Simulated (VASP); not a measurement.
# InP (zincblende type) (F-43m) in VASP: notebook

The runs below take InP (zincblende type) through single point, with PBE.

Everything below comes from runs of VASP 6.6.1. Logs are shortened: lines on timing, memory, paths and dates and some standing lists are left out, and cuts for length are marked.

## Step 1: The cell of the first run

The structure is cubic, space group F-43m (No. 216). Conventional cell: a = 5.533 Å, b = 5.533 Å, c = 5.533 Å, α = 90.00°, β = 90.00°, γ = 90.00°. In (site symmetry -43m) has 4 P at 2.40 Å within 3.2 Å. P (site symmetry -43m) has 4 In at 2.40 Å within 3.2 Å.

## Step 2: Single point, PBE (21.17 Å³/atom)

Input file INCAR:

```
SYSTEM = InP
PREC = Accurate ; ENCUT = 520
EDIFF = 1E-6 ; ISMEAR = -1
SIGMA = 0.1 ; LREAL = .FALSE.
LASPH = .TRUE. ; NELM = 100
ALGO = Normal ; ISIF = 2
LWAVE = .FALSE. ; LCHARG = .TRUE.
GGA = PE ; LELF = .TRUE.
LVHAR = .TRUE. ; NBANDS = 16
```

Input file KPOINTS:

```
Automatic mesh
0
G
  11 11 11
  0 0 0
```

Input file POSCAR:

```
InP
1.0
    0.0000000000      2.7663248998      2.7663248998
    2.7663248998      0.0000000000      2.7663248998
    2.7663248998      2.7663248998      0.0000000000
In P
1 1
Direct
    0.0000000000      0.0000000000      0.0000000000
    0.2500000000      0.2500000000      0.2500000000
```

Potentials or basis: VASP PAW PBE potentials, release 64 (In_d, P).

The run is started by

```
$ cat potpaw_PBE.64/In_d/POTCAR potpaw_PBE.64/P/POTCAR > POTCAR
$ mpirun -np 1 vasp_std > vasp.out
```

OUTCAR:

```text
SYSTEM = InP
   PREC = Accurate
   ENCUT = 520
   EDIFF = 1E-6
   ISMEAR = -1
   LREAL = .FALSE.
   LASPH = .TRUE.
   NELM = 100
   ISIF = 2
   GGA = PE

 ion  position               nearest neighbor table
   1  0.000  0.000  0.000-   2 2.40   2 2.40   2 2.40   2 2.40
   2  0.250  0.250  0.250-   1 2.40   1 2.40   1 2.40   1 2.40

  LATTYP: Found a face centered cubic cell.
 ALAT       =     5.5326497996

  Lattice vectors:

 A1 = (   0.0000000000,   2.7663248998,   2.7663248998)
 A2 = (   2.7663248998,   0.0000000000,   2.7663248998)
 A3 = (   2.7663248998,   2.7663248998,   0.0000000000)

Analysis of symmetry for initial positions (statically):
=====================================================================
 Subroutine PRICEL returns:
 Original cell was already a primitive cell.

 Routine SETGRP: Setting up the symmetry group for a
 face centered cubic supercell.

 Subroutine GETGRP returns: Found 24 space group operations
 (whereof 24 operations were pure point group operations)
 out of a pool of 48 trial point group operations.

The static configuration has the point symmetry T_d .

Analysis of symmetry for dynamics (positions and initial velocities):
=====================================================================
 Subroutine PRICEL returns:
 Original cell was already a primitive cell.

 Routine SETGRP: Setting up the symmetry group for a
 face centered cubic supercell.

 Subroutine GETGRP returns: Found 24 space group operations
 (whereof 24 operations were pure point group operations)
 out of a pool of 48 trial point group operations.

The dynamic configuration has the point symmetry T_d .

 Subroutine INISYM returns: Found 24 space group operations
 (whereof 24 operations are pure point group operations),
 and found     1 'primitive' translations

----------------------------------------------------------------------------------------

                                     Primitive cell

  volume of cell :      42.3389

  direct lattice vectors                    reciprocal lattice vectors
     0.000000000  2.766324900  2.766324900    -0.180745219  0.180745219  0.180745219
     2.766324900  0.000000000  2.766324900     0.180745219 -0.180745219  0.180745219
     2.766324900  2.766324900  0.000000000     0.180745219  0.180745219 -0.180745219

  length of vectors
     3.912174191  3.912174191  3.912174191     0.313059903  0.313059903  0.313059903

  position of ions in fractional coordinates (direct lattice)
     0.000000000  0.000000000  0.000000000
     0.250000000  0.250000000  0.250000000

  ion indices of the primitive-cell ions
   primitive index   ion index
                 1           1
                 2           2

----------------------------------------------------------------------------------------

 KPOINTS: Automatic mesh

Automatic generation of k-mesh.
 Grid dimensions read from file:
 generate k-points for:   11   11   11

 Generating k-lattice:

  Cartesian coordinates                     Fractional coordinates (reciprocal lattice)
    -0.016431384  0.016431384  0.016431384     0.090909091  0.000000000  0.000000000
     0.016431384 -0.016431384  0.016431384     0.000000000  0.090909091  0.000000000
     0.016431384  0.016431384 -0.016431384     0.000000000  0.000000000  0.090909091

  Length of vectors
     0.028459991  0.028459991  0.028459991

  Shift w.r.t. Gamma in fractional coordinates (k-lattice)
     0.000000000  0.000000000  0.000000000

 Subroutine IBZKPT returns following result:
 ===========================================

 Found     56 irreducible k-points:

 Following reciprocal coordinates:
            Coordinates               Weight
  0.000000  0.000000  0.000000      1.000000
  0.090909  0.000000  0.000000      8.000000
  0.181818  0.000000  0.000000      8.000000
  0.272727  0.000000  0.000000      8.000000
  0.363636  0.000000  0.000000      8.000000
  0.454545  0.000000  0.000000      8.000000
[... 16 lines left out ...]
 -0.272727  0.181818  0.000000     24.000000
 -0.181818  0.181818  0.000000     12.000000
 [... further k-points ...]
   k-points           NKPTS =     56   k-points in BZ     NKDIM =     56   number of bands    NBANDS=     16
   number of dos      NEDOS =    301   number of ions     NIONS =      2
   total plane-waves  NPLWV =  27000
   dimension x,y,z NGX =    30 NGY =   30 NGZ =   30
   dimension x,y,z NGXF=    60 NGYF=   60 NGZF=   60
   ions per type =               1   1
   NGX,Y,Z   is equivalent  to a cutoff of  12.75, 12.75, 12.75 a.u.
   NGXF,Y,Z  is equivalent  to a cutoff of  25.50, 25.50, 25.50 a.u.
 SYSTEM =  InP
   PREC   = accura    normal or accurate (medium, high low for compatibility)
   ISTART =      0    job   : 0-new  1-cont  2-samecut
   ICHARG =      2    charge: 1-file 2-atom 10-const
   ISPIN  =      1    spin polarized calculation?
   LNONCOLLINEAR =      F non collinear calculations
   LSORBIT =      F    spin-orbit coupling
   LASPH  =      T    aspherical Exc in radial PAW
   ENCUT  =  520.0 eV  38.22 Ry    6.18 a.u.   7.27  7.27  7.27*2*pi/ulx,y,z
   NELM   =    100;   NELMIN=  2; NELMDL= -5     # of ELM steps
   EDIFF  = 0.1E-05   stopping-criterion for ELM
   LREAL  =      F    real-space projection
   EDIFFG = 0.1E-04   stopping-criterion for IOM
   NSW    =      0    number of steps for IOM
   IBRION =     -1    ionic relax: 0-MD 1-quasi-New 2-CG
   NFREE  =      0    steps in history (QN), initial steepest desc. (CG)
   ISIF   =      2    stress and relaxation
   ISYM   =      2    0-nonsym 1-usesym 2-fastsym
   POTIM  = 0.5000    time-step for ionic-motion
   TEBEG  =    0.0;   TEEND  =   0.0 temperature during run
   PSTRESS=    0.0 pullay stress
   NELECT =      18.0000    total number of electrons
   NUPDOWN=      -1.0000    fix difference up-down
   EMIN   =  10.00;   EMAX   =-10.00  energy-range for DOS
   EFERMI =   0.00;   METHOD = LEGACY
   ISMEAR =    -1;   SIGMA  =   0.10  broadening in eV -4-tet -1-fermi 0-gaus
   EFERMI_NEDOS =   21; number of points for ismear=-14 and -15
   IALGO  =     38    algorithm
   IMIX   =      4    mixing-type and parameters
     AMIX     =   0.40;   BMIX     =  1.00
     AMIX_MAG =   1.60;   BMIX_MAG =  1.00
  volume/ion in A,a.u.               =      21.17       142.86
  Fermi-wavevector in a.u.,A,eV,Ry     =   1.230984  2.326223 20.617209  1.515322
  Thomas-Fermi vector in A             =   2.365811
   LORBIT       =      0    0 simple, 1 ext, 2 COOP (PROOUT), +10 PAW based schemes
   GGA     = PE    functional components
   LHFCALC =     F    Hartree Fock is set to
   AEXX    =    0.0000 exact exchange contribution
   IVDW    =     0    specifies the selected vdW correction
   LEPSILON=     F    determine dielectric tensor
   LRPA    =     F    only Hartree local field effects (RPA)
 non-spin polarized calculation
  energy-cutoff  :      520.00
  volume of cell :       42.34
 maximum number of plane-waves:      1159
 NGX is ok and might be reduce to    30
   NGX = 15   NGY = 15   NGZ = 15

 number of electron      18.0000008 magnetization

 Free energy of the ion-electron system (eV)
  ---------------------------------------------------
  ext. energy  EPLUGINS =         0.00000000
  ---------------------------------------------------
  free energy    TOTEN  =        -7.81594039 eV

  energy without entropy =       -7.81591909  energy(sigma->0) =       -7.81592974

 E-fermi :   8.0147     XC(G=0): -10.0742

 val. band max:        7.2946123211   @ k =   0.0000   0.0000   0.0000
 cond. band min:       8.7284100232   @ k =   0.4545   0.4545   0.0000
 fundamental gap:      1.4337977021
 Fermi energy:         8.0146894557

 k-point     1 :       0.0000    0.0000    0.0000
  band No.  band energies     occupation
      1      -7.3877      2.00000
      2      -7.3877      2.00000
      3      -7.3877      2.00000
      4      -7.1265      2.00000
      5      -7.1265      2.00000
      6      -5.5678      2.00000
[... 8 lines left out ...]
     15      16.9892      0.00000
     16      16.9892      0.00000

 k-point     2 :       0.0909    0.0000    0.0000
  band No.  band energies     occupation
      1      -7.4109      2.00000
      2      -7.3804      2.00000
      3      -7.3804      2.00000
      4      -7.1266      2.00000
      5      -7.1266      2.00000
      6      -5.4406      2.00000
[... 8 lines left out ...]
     15      16.4775      0.00000
     16      17.2285      0.00000

 k-point     3 :       0.1818    0.0000    0.0000
  band No.  band energies     occupation
      1      -7.4671      2.00000
      2      -7.3623      2.00000
      3      -7.3623      2.00000
      4      -7.1257      2.00000
      5      -7.1257      2.00000
      6      -5.0760      2.00000
[... 8 lines left out ...]
     15      15.9643      0.00000
     16      17.1973      0.00000

 k-point     4 :       0.2727    0.0000    0.0000
  band No.  band energies     occupation
      1      -7.5312      2.00000
      2      -7.3421      2.00000
      3      -7.3421      2.00000
      4      -7.1205      2.00000
      5      -7.1205      2.00000
      6      -4.5161      2.00000
[... 8 lines left out ...]
     15      16.1095      0.00000
     16      16.6988      0.00000
[... 324 lines left out ...]
 k-point    22 :      -0.3636    0.1818    0.0000
  band No.  band energies     occupation
      1      -7.6159      2.00000
      2      -7.3086      2.00000
      3      -7.2908      2.00000
      4      -7.1209      2.00000
      5      -7.1167      2.00000
      6      -3.1131      2.00000
[... 8 lines left out ...]
     15      17.5993      0.00000
     16      18.8409      0.00000

 k-point    23 :      -0.2727    0.1818    0.0000
  band No.  band energies     occupation
      1      -7.5870      2.00000
      2      -7.3150      2.00000
      3      -7.3077      2.00000
      4      -7.1316      2.00000
      5      -7.1143      2.00000
      6      -3.7189      2.00000
[... 8 lines left out ...]
     15      18.5064      0.00000
     16      19.0951      0.00000

 k-point    24 :      -0.1818    0.1818    0.0000
  band No.  band energies     occupation
      1      -7.5465      2.00000
      2      -7.3315      2.00000
      3      -7.3261      2.00000
      4      -7.1373      2.00000
      5      -7.1136      2.00000
      6      -4.3346      2.00000
[... 8 lines left out ...]
     15      17.6784      0.00000
     16      19.2926      0.00000

 [... further k-points ...]
[... 5 lines left out ...]
  --------------------------------------------------------------------------------------
  -------------------------------------------------------------------------------------
  Total        5.8028979      5.8028979      5.8028979      0.0000000      0.0000000      0.0000000
  in kB      219.5917196    219.5917196    219.5917196      0.0000000      0.0000000      0.0000000
  external PRESSURE =     219.5917196 kB  Pullay stress =       0.0000000 kB

 VOLUME and BASIS-vectors are now :
 -----------------------------------------------------------------------------
  energy-cutoff  :      520.00
  volume of cell :       42.34
      direct lattice vectors                 reciprocal lattice vectors
     0.000000000  2.766324900  2.766324900    -0.180745219  0.180745219  0.180745219
     2.766324900  0.000000000  2.766324900     0.180745219 -0.180745219  0.180745219
     2.766324900  2.766324900  0.000000000     0.180745219  0.180745219 -0.180745219

 POSITION                                       TOTAL-FORCE (eV/Angst)
 -----------------------------------------------------------------------------------
      0.00000      0.00000      0.00000        -0.000000     -0.000000     -0.000000
      1.38316      1.38316      1.38316         0.000000      0.000000      0.000000
 -----------------------------------------------------------------------------------
    total drift:                                0.000000      0.000000     -0.000000

  FREE ENERGIE OF THE ION-ELECTRON SYSTEM (eV)
  ---------------------------------------------------
  free  energy   TOTEN  =        -7.8159403854 eV

  energy  without entropy=       -7.8159190919  energy(sigma->0) =       -7.81592974
```

It took 21 s on 1 thread of Intel Xeon 6975P-C (Granite Rapids), shared host; peak memory 0.19 GiB.

Results:

```yaml
Free_energy: -7.8159 eV
Pressure: 22.0 GPa
Band_gap_on_the_k_mesh: 1.43 eV (least direct gap 1.62 eV)
```

Levels at points of the mesh, in eV from the valence-band top:
```
           k point  band 7  band 8  band 9  band 10  band 11  band 12
(0.00, 0.00, 0.00)    0.00    0.00    0.00     1.62     4.02     4.02
```

Caveat: the cell stands under pressure; spin-orbit coupling is left out, which moves the levels of the heavy elements; an odd mesh through Γ misses points on the zone boundary, where band edges can lie.

## Step 3: Single point, PBE (23.29 Å³/atom)

This run uses another cell than the first one, of 23.29 Å³/atom.

Input file INCAR:

```
SYSTEM = InP
  ALGO = Normal
  EDIFF = 1E-7
  ENCUT = 520
  GGA = PE
  ISIF = 2
  ISMEAR = -1
  LASPH = .TRUE.
  LCHARG = .FALSE.
  LREAL = .FALSE.
  LWAVE = .FALSE.
  NBANDS = 16
  NELM = 100
  PREC = Accurate
  SIGMA = 0.1
```

Input file KPOINTS:

```
k-points
0
G
  11 11 11
  0 0 0
```

Input file POSCAR:

```
InP
1.0
    0.0000000000      2.8556221870      2.8556221870
    2.8556221870      0.0000000000      2.8556221870
    2.8556221870      2.8556221870      0.0000000000
In P
1 1
Direct
    0.0000000000      0.0000000000      0.0000000000
    0.2500000000      0.2500000000      0.2500000000
```

Potentials or basis: VASP PAW PBE potentials, release 64 (In_d, P).

The run is started by

```
$ cat potpaw_PBE.64/In_d/POTCAR potpaw_PBE.64/P/POTCAR > POTCAR
$ mpirun -np 1 vasp_std > vasp.out
```

OUTCAR:

```text
SYSTEM = InP
   EDIFF = 1E-7
   ENCUT = 520
   GGA = PE
   ISIF = 2
   ISMEAR = -1
   LASPH = .TRUE.
   LREAL = .FALSE.
   NELM = 100
   PREC = Accurate

 ion  position               nearest neighbor table
   1  0.000  0.000  0.000-   2 2.47   2 2.47   2 2.47   2 2.47
   2  0.250  0.250  0.250-   1 2.47   1 2.47   1 2.47   1 2.47

  LATTYP: Found a face centered cubic cell.
 ALAT       =     5.7112443740

  Lattice vectors:

 A1 = (   0.0000000000,   2.8556221870,   2.8556221870)
 A2 = (   2.8556221870,   0.0000000000,   2.8556221870)
 A3 = (   2.8556221870,   2.8556221870,   0.0000000000)

[... 624 lines left out ...]
      5      -8.0835      2.00000
      6      -4.9403      2.00000
[... 8 lines left out ...]
     15      16.1470      0.00000
     16      17.6369      0.00000

 [... further k-points ...]
[... 5 lines left out ...]
  --------------------------------------------------------------------------------------
  -------------------------------------------------------------------------------------
  Total        2.9439503      2.9439503      2.9439503      0.0000000      0.0000000      0.0000000
  in kB      101.2765324    101.2765324    101.2765324      0.0000000      0.0000000      0.0000000
  external PRESSURE =     101.2765324 kB  Pullay stress =       0.0000000 kB

 VOLUME and BASIS-vectors are now :
 -----------------------------------------------------------------------------
  energy-cutoff  :      520.00
  volume of cell :       46.57
      direct lattice vectors                 reciprocal lattice vectors
     0.000000000  2.855622187  2.855622187    -0.175093191  0.175093191  0.175093191
     2.855622187  0.000000000  2.855622187     0.175093191 -0.175093191  0.175093191
     2.855622187  2.855622187  0.000000000     0.175093191  0.175093191 -0.175093191

 POSITION                                       TOTAL-FORCE (eV/Angst)
 -----------------------------------------------------------------------------------
      0.00000      0.00000      0.00000        -0.000000     -0.000000     -0.000000
      1.42781      1.42781      1.42781         0.000000      0.000000      0.000000
 -----------------------------------------------------------------------------------
    total drift:                               -0.000000     -0.000000     -0.000000

  FREE ENERGIE OF THE ION-ELECTRON SYSTEM (eV)
  ---------------------------------------------------
  free  energy   TOTEN  =        -8.2295923703 eV

  energy  without entropy=       -8.2295625467  energy(sigma->0) =       -8.22957746
```

Run time: 23 s. Hardware: 1 thread of Intel Xeon 6975P-C (Granite Rapids), shared host; peak memory 0.19 GiB.

Results:

```
Free energy            : -8.2296 eV
Pressure               : 10.1 GPa
Band gap on the k mesh : 1.13 eV
```

Caveat: the cell stands under pressure; spin-orbit coupling is left out, which moves the levels of the heavy elements.

## Step 4: Single point, PBE (24.87 Å³/atom)

This run uses another cell than the first one, of 24.87 Å³/atom.

Input file INCAR:

```
SYSTEM = InP
PREC = Accurate ; ENCUT = 520
EDIFF = 1E-6 ; ISMEAR = -1
SIGMA = 0.1 ; LREAL = .False.
LASPH = .True. ; NELM = 80
ALGO = Normal ; ISIF = 2
LWAVE = .False. ; LCHARG = .True.
GGA = PE ; LELF = .True.
LVHAR = .True. ; NBANDS = 16
```

Input file KPOINTS:

```
regular mesh
0
Gamma
  11 11 11
  0 0 0
```

Input file POSCAR:

```
InP
1.0
    0.0000000000      2.9191011324      2.9191011324
    2.9191011324      0.0000000000      2.9191011324
    2.9191011324      2.9191011324      0.0000000000
In P
1 1
Direct
    0.0000000000      0.0000000000      0.0000000000
    0.2500000000      0.2500000000      0.2500000000
```

The run is started by

```
$ cat potpaw_PBE.64/In_d/POTCAR potpaw_PBE.64/P/POTCAR > POTCAR
$ mpirun -np 1 vasp_std > vasp.out
```

Run time: 16 s. Hardware: 1 thread of Intel Xeon 6975P-C (Granite Rapids), shared host; peak memory 0.2 GiB.

Results (log left out):

```yaml
Free_energy: -8.3690 eV
Pressure: 4.2 GPa
Band_gap_on_the_k_mesh: 0.78 eV
```

Levels at points of the mesh, in eV from the valence-band top:
```tsv
k point	band 6	band 7	band 8	band 9	band 10	band 11	band 12	band 13
(0.00, 0.00, 0.00)	-11.60	0.00	0.00	0.00	0.78	4.09	4.09	4.09
```

Caveat: the cell stands under pressure; spin-orbit coupling is left out, which moves the levels of the heavy elements.

## Step 5: The runs side by side

```csv
cell,gap on the mesh (eV),pressure (GPa)
"a = 3.912 Å, angles 60.0°, 2 atoms",1.43,22.0
"a = 4.038 Å, angles 60.0°, 2 atoms",1.13,10.1
"a = 4.128 Å, angles 60.0°, 2 atoms",0.78,4.2
```

Alike in all rows: task single point; level PBE; potentials or basis VASP PAW PBE potentials, release 64 (In_d, P); no spin polarisation; k mesh 11 × 11 × 11; cutoff (eV) 520; smearing fermi-dirac 0.1 eV.

Caveats: the cell stands under pressure; spin-orbit coupling is left out, which moves the levels of the heavy elements; an odd mesh through Γ misses points on the zone boundary, where band edges can lie (at least some runs).

Total energies depend on the potentials used, so only differences within one code and one set of settings carry meaning.
